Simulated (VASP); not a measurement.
# NiN3 (R-3c) in VASP: single point with PBEsol

Aim: the single point of NiN3 with PBEsol.

Program: VASP 6.6.1. These are calculated values, not measurements. Logs are shortened: lines on timing, memory, paths and dates and some standing lists are left out, and cuts for length are marked.

### 1 The cell of the first run

The structure is trigonal, space group R-3c (No. 167). Conventional cell: a = 4.621 Å, b = 4.621 Å, c = 12.585 Å, α = 90.00°, β = 90.00°, γ = 120.00°. Ni (site symmetry -3) has 6 N at 1.81 Å within 2.4 Å. N (site symmetry 2) has 2 Ni at 1.81 Å within 2.4 Å.

### 2 Single point, PBEsol

Contents of POSCAR:

```
NiN3
1.0
    4.6214157400      0.0000000000      0.0000000000
   -2.3107078700      4.0022656500      0.0000000000
   -2.3107078700      1.3340885500      4.1950328600
Ni N
2 6
Direct
    0.0000000000      0.0000000000      0.0000000000
    0.5000000000      0.5000000000      0.5000000000
    0.8838000000      0.7500000000      0.7500000000
    0.2500000000      0.3838000000      0.7500000000
    0.6162000000      0.1162000000      0.7500000000
    0.1162000000      0.2500000000      0.2500000000
    0.7500000000      0.6162000000      0.2500000000
    0.3838000000      0.8838000000      0.2500000000
```

Contents of INCAR.step1:

```
SYSTEM = NiN3
PREC     = Accurate       ! precision mode
ENCUT    = 520            ! plane-wave cutoff, eV
EDIFF    = 1E-7           ! SCF threshold, eV
ISMEAR   = -1             ! smearing method
SIGMA    = 0.1            ! smearing width, eV
LREAL    = .FALSE.        ! projectors in reciprocal space
LASPH    = .TRUE.         ! aspherical terms in the spheres
NELM     = 100            ! most SCF steps
ALGO     = Normal         ! electronic algorithm
ISIF     = 2              ! what is computed and relaxed
LWAVE    = .FALSE.        ! write WAVECAR
LCHARG   = .TRUE.         ! write CHGCAR
LMAXMIX  = 4              ! l up to which the mixer works
GGA      = PS             ! functional
NBANDS   = 35             ! bands
```

Contents of KPOINTS.step1:

```
Automatic mesh
0
G
  8 8 8
  0 0 0
```

Contents of INCAR.step2:

```
SYSTEM = NiN3
PREC     = Accurate       ! precision mode
ENCUT    = 520            ! plane-wave cutoff, eV
EDIFF    = 1E-7           ! SCF threshold, eV
ISMEAR   = -5             ! smearing method
SIGMA    = 0.1            ! smearing width, eV
LREAL    = .FALSE.        ! projectors in reciprocal space
LASPH    = .TRUE.         ! aspherical terms in the spheres
NELM     = 100            ! most SCF steps
ALGO     = Normal         ! electronic algorithm
ISIF     = 2              ! what is computed and relaxed
LWAVE    = .FALSE.        ! write WAVECAR
LCHARG   = .FALSE.        ! write CHGCAR
LMAXMIX  = 4              ! l up to which the mixer works
GGA      = PS             ! functional
LORBIT   = 10             ! projections on sites
NBANDS   = 35             ! bands
NEDOS    = 2001           ! points of the DOS
ICHARG   = 11             ! starting density
```

Contents of KPOINTS.step2:

```
Automatic mesh
0
G
  12 12 12
  0 0 0
```

Potentials or basis: VASP PAW PBE potentials, release 64 (Ni, N).

Started as:

```sh
$ cat potpaw_PBE.64/Ni/POTCAR potpaw_PBE.64/N/POTCAR > POTCAR
$ cp INCAR.step1 INCAR
$ cp KPOINTS.step1 KPOINTS
$ mpirun -np 1 vasp_std > vasp.out
$ cp INCAR.step2 INCAR
$ cp KPOINTS.step2 KPOINTS
$ mpirun -np 1 vasp_std > vasp.out
```

OUTCAR:

```text
SYSTEM = NiN3
   PREC = Accurate
   ENCUT = 520
   EDIFF = 1E-7
   ISMEAR = -5
   LREAL = .FALSE.
   LASPH = .TRUE.
   NELM = 100
   ISIF = 2
   GGA = PS
   LORBIT = 10
   ICHARG = 11

 ion  position               nearest neighbor table
   1  0.000  0.000  0.000-   5 1.81   8 1.81   7 1.81   4 1.81   3 1.81   6 1.81
   2  0.500  0.500  0.500-   4 1.81   7 1.81   5 1.81   8 1.81   3 1.81   6 1.81
   3  0.884  0.750  0.750-   1 1.81   2 1.81
   4  0.250  0.384  0.750-   2 1.81   1 1.81
   5  0.616  0.116  0.750-   1 1.81   2 1.81
   6  0.116  0.250  0.250-   1 1.81   2 1.81
   7  0.750  0.616  0.250-   2 1.81   1 1.81
   8  0.384  0.884  0.250-   1 1.81   2 1.81

  LATTYP: Found a trigonal (rhomboedric) cell.
 ALAT       =     4.9716666957
 COS(alpha) =     0.5679674340

  Lattice vectors:

 A1 = (   0.0000000000,  -2.6681771000,   4.1950328600)
 A2 = (   2.3107078700,   1.3340885500,   4.1950328600)
 A3 = (  -2.3107078700,   1.3340885500,   4.1950328600)

Analysis of symmetry for initial positions (statically):
=====================================================================
 Subroutine PRICEL returns:
 Original cell was already a primitive cell.

 Routine SETGRP: Setting up the symmetry group for a
 trigonal (rhombohedral) supercell.

 Subroutine GETGRP returns: Found 12 space group operations
 (whereof  6 operations were pure point group operations)
 out of a pool of 12 trial point group operations.

The static configuration has the point symmetry S_6 .
 The point group associated with its full space group is D_3d.

Analysis of symmetry for dynamics (positions and initial velocities):
=====================================================================
 Subroutine PRICEL returns:
 Original cell was already a primitive cell.

 Routine SETGRP: Setting up the symmetry group for a
 trigonal (rhombohedral) supercell.

 Subroutine GETGRP returns: Found 12 space group operations
 (whereof  6 operations were pure point group operations)
 out of a pool of 12 trial point group operations.

The dynamic configuration has the point symmetry S_6 .
 The point group associated with its full space group is D_3d.

 Subroutine INISYM returns: Found 12 space group operations
 (whereof  6 operations are pure point group operations),
 and found     1 'primitive' translations

----------------------------------------------------------------------------------------

                                     Primitive cell

  volume of cell :      77.5919

  direct lattice vectors                    reciprocal lattice vectors
     4.621415740  0.000000000  0.000000000     0.216383908  0.124929239  0.079459052
    -2.310707870  4.002265650  0.000000000     0.000000000  0.249858477 -0.079459052
    -2.310707870  1.334088550  4.195032860     0.000000000  0.000000000  0.238377155

  length of vectors
     4.621415740  4.621417661  4.971666101     0.262188961  0.262188862  0.238377155

  position of ions in fractional coordinates (direct lattice)
     0.000000000  0.000000000  0.000000000
     0.500000000  0.500000000  0.500000000
     0.883800000  0.750000000  0.750000000
     0.250000000  0.383800000  0.750000000
     0.616200000  0.116200000  0.750000000
     0.116200000  0.250000000  0.250000000
     0.750000000  0.616200000  0.250000000
     0.383800000  0.883800000  0.250000000

  ion indices of the primitive-cell ions
   primitive index   ion index
                 1           1
                 2           2
                 3           3
                 4           4
                 5           5
                 6           6
                 7           7
                 8           8

----------------------------------------------------------------------------------------

 KPOINTS: Automatic mesh

Automatic generation of k-mesh.
 Grid dimensions read from file:
 generate k-points for:   12   12   12

 Generating k-lattice:

  Cartesian coordinates                     Fractional coordinates (reciprocal lattice)
     0.018031992  0.010410770  0.006621588     0.083333333 -0.000000000 -0.000000000
     0.000000000  0.020821540 -0.006621588     0.000000000  0.083333333 -0.000000000
     0.000000000  0.000000000  0.019864763     0.000000000  0.000000000  0.083333333

  Length of vectors
     0.021849080  0.021849072  0.019864763

  Shift w.r.t. Gamma in fractional coordinates (k-lattice)
     0.000000000  0.000000000  0.000000000

 TETIRR: Found    864 inequivalent tetrahedra from    10368

 Subroutine IBZKPT returns following result:
 ===========================================

 Found    189 irreducible k-points:

 Following reciprocal coordinates:
            Coordinates               Weight
  0.000000  0.000000  0.000000      1.000000
  0.083333 -0.000000 -0.000000      6.000000
  0.166667 -0.000000 -0.000000      6.000000
  0.250000  0.000000  0.000000      6.000000
  0.333333 -0.000000 -0.000000      6.000000
  0.416667 -0.000000 -0.000000      6.000000
[... 16 lines left out ...]
  0.500000  0.166667 -0.000000     12.000000
 -0.416667  0.166667  0.000000     12.000000
 [... further k-points ...]
   k-points           NKPTS =    189   k-points in BZ     NKDIM =    189   number of bands    NBANDS=     35
   number of dos      NEDOS =   2001   number of ions     NIONS =      8
   total plane-waves  NPLWV =  51840
   dimension x,y,z NGX =    36 NGY =   36 NGZ =   40
   dimension x,y,z NGXF=    72 NGYF=   72 NGZF=   80
   ions per type =               2   6
   NGX,Y,Z   is equivalent  to a cutoff of  12.95, 12.95, 13.38 a.u.
   NGXF,Y,Z  is equivalent  to a cutoff of  25.90, 25.90, 26.75 a.u.
 SYSTEM =  NiN3
   PREC   = accura    normal or accurate (medium, high low for compatibility)
   ISTART =      0    job   : 0-new  1-cont  2-samecut
   ICHARG =     11    charge: 1-file 2-atom 10-const
   ISPIN  =      1    spin polarized calculation?
   LNONCOLLINEAR =      F non collinear calculations
   LSORBIT =      F    spin-orbit coupling
   LASPH  =      T    aspherical Exc in radial PAW
   ENCUT  =  520.0 eV  38.22 Ry    6.18 a.u.   8.59  8.59  9.24*2*pi/ulx,y,z
   NELM   =    100;   NELMIN=  2; NELMDL=  0     # of ELM steps
   EDIFF  = 0.1E-06   stopping-criterion for ELM
   LREAL  =      F    real-space projection
   EDIFFG = 0.1E-05   stopping-criterion for IOM
   NSW    =      0    number of steps for IOM
   IBRION =     -1    ionic relax: 0-MD 1-quasi-New 2-CG
   NFREE  =      0    steps in history (QN), initial steepest desc. (CG)
   ISIF   =      2    stress and relaxation
   ISYM   =      2    0-nonsym 1-usesym 2-fastsym
   POTIM  = 0.5000    time-step for ionic-motion
   TEBEG  =    0.0;   TEEND  =   0.0 temperature during run
   PSTRESS=    0.0 pullay stress
   NELECT =      50.0000    total number of electrons
   NUPDOWN=      -1.0000    fix difference up-down
   EMIN   =  10.00;   EMAX   =-10.00  energy-range for DOS
   EFERMI =   0.00;   METHOD = LEGACY
   ISMEAR =    -5;   SIGMA  =   0.10  broadening in eV -4-tet -1-fermi 0-gaus
   EFERMI_NEDOS =   21; number of points for ismear=-14 and -15
   IALGO  =     38    algorithm
   IMIX   =      4    mixing-type and parameters
     AMIX     =   0.40;   BMIX     =  1.00
     AMIX_MAG =   1.60;   BMIX_MAG =  1.00
  volume/ion in A,a.u.               =       9.70        65.45
  Fermi-wavevector in a.u.,A,eV,Ry     =   1.414033  2.672134 27.204685  1.999488
  Thomas-Fermi vector in A             =   2.535617
   LORBIT       =     10    0 simple, 1 ext, 2 COOP (PROOUT), +10 PAW based schemes
   GGA     = PS    functional components
   LHFCALC =     F    Hartree Fock is set to
   AEXX    =    0.0000 exact exchange contribution
   IVDW    =     0    specifies the selected vdW correction
   LEPSILON=     F    determine dielectric tensor
   LRPA    =     F    only Hartree local field effects (RPA)
 non-spin polarized calculation
 Fermi weights with tetrahedron method with Bloechl corrections
  energy-cutoff  :      520.00
  volume of cell :       77.59
 maximum number of plane-waves:      2110
 NGX is ok and might be reduce to    36

 number of electron      49.9999996 magnetization

 Free energy of the ion-electron system (eV)
  ---------------------------------------------------
  ext. energy  EPLUGINS =         0.00000000
  ---------------------------------------------------
  free energy    TOTEN  =       -45.34000790 eV

  energy without entropy =      -45.34000790  energy(sigma->0) =      -45.34000790

 E-fermi :   4.1307     XC(G=0): -11.7759

 val. band max:        4.1567170263   @ k =   0.4167  -0.4167   0.1667
 cond. band min:       4.0856628747   @ k =   0.3333   0.3333   0.1667
 fundamental gap:     -0.0710541516
 Fermi energy:         4.1307228070

 k-point     1 :       0.0000    0.0000    0.0000
  band No.  band energies     occupation
      1     -12.7188      2.00000
      2      -9.1487      2.00000
      3      -9.1448      2.00000
      4      -9.1448      2.00000
      5      -8.6839      2.00000
      6      -8.6839      2.00000
[... 27 lines left out ...]
     34       8.4036      0.00000
     35      16.2649      0.00000

 k-point     2 :       0.0833   -0.0000   -0.0000
  band No.  band energies     occupation
      1     -12.6709      2.00000
      2      -9.1879      2.00000
      3      -9.1498      2.00000
      4      -9.1317      2.00000
      5      -8.7701      2.00000
      6      -8.6976      2.00000
[... 828 lines left out ...]
 k-point    24 :      -0.4167    0.1667    0.0000
  band No.  band energies     occupation
      1     -11.7400      2.00000
      2     -10.2203      2.00000
      3      -9.3105      2.00000
      4      -9.2516      2.00000
      5      -9.2055      2.00000
      6      -8.8572      2.00000
[... 27 lines left out ...]
     34       7.9621      0.00000
     35      17.3617      0.00000

 [... further k-points ...]

------------------------ aborting loop because EDIFF is reached ----------------------------------------

  FORCE on cell =-STRESS in cart. coord.  units (eV):
  Direction    XX          YY          ZZ          XY          YZ          ZX
  --------------------------------------------------------------------------------------
  -------------------------------------------------------------------------------------
  Total        3.6007366      3.6007406     -3.4803770     -0.0000000      0.0000000      0.0000000
  in kB       74.3507947     74.3508771    -71.8655163     -0.0000000      0.0000000      0.0000000
  external PRESSURE =      25.6120518 kB  Pullay stress =       0.0000000 kB

 VOLUME and BASIS-vectors are now :
 -----------------------------------------------------------------------------
  energy-cutoff  :      520.00
  volume of cell :       77.59
      direct lattice vectors                 reciprocal lattice vectors
     4.621415740  0.000000000  0.000000000     0.216383908  0.124929239  0.079459052
    -2.310707870  4.002265650  0.000000000     0.000000000  0.249858477 -0.079459052
    -2.310707870  1.334088550  4.195032860     0.000000000  0.000000000  0.238377155

 POSITION                                       TOTAL-FORCE (eV/Angst)
 -----------------------------------------------------------------------------------
      0.00000      0.00000      0.00000         0.000000      0.000000      0.000000
      0.00000      2.66818      2.09752         0.000000     -0.000000      0.000000
      0.61835      4.00227      3.14627         1.643957     -0.000000      0.000000
     -1.46453      2.53664      3.14627        -0.821978      1.423709     -0.000000
      0.84618      1.46563      3.14627        -0.821978     -1.423709      0.000000
     -0.61835      1.33409      1.04876        -1.643957     -0.000000     -0.000000
      1.46453      2.79972      1.04876         0.821978     -1.423709      0.000000
     -0.84618      3.87072      1.04876         0.821978      1.423709     -0.000000
 -----------------------------------------------------------------------------------
    total drift:                                0.000000      0.000000      0.000000

  FREE ENERGIE OF THE ION-ELECTRON SYSTEM (eV)
  ---------------------------------------------------
  free  energy   TOTEN  =       -45.3400079015 eV

  energy  without entropy=      -45.3400079015  energy(sigma->0) =      -45.34000790

 total charge

# of ion       s       p       d       tot
------------------------------------------
    1        0.644   1.141   8.367  10.152
    2        0.644   1.141   8.367  10.152
    3        1.349   2.094   0.000   3.443
    4        1.349   2.094   0.000   3.443
    5        1.349   2.094   0.000   3.443
    6        1.349   2.094   0.000   3.443
    7        1.349   2.094   0.000   3.443
    8        1.349   2.094   0.000   3.443
--------------------------------------------------
tot          9.382  14.846  16.734  40.963
```

Wall time 7.9 min (1 thread of Intel Xeon Platinum 8375C at 2.90GHz (Ice Lake), shared host); peak memory 0.49 GiB.

Results:

| Property | Result |
| --- | --- |
| Valence electrons inside the program's atomic spheres | Ni 10.15; N 3.44 |

Caveat: the PAW data sets were made with another functional, which shifts forces and pressure a little; the run has no spin polarisation, though such a crystal can be magnetic; tetrahedron occupations give inexact forces and stress in metals. Spin polarisation is off, so any magnetic state and its effect on volume and gap are missing.
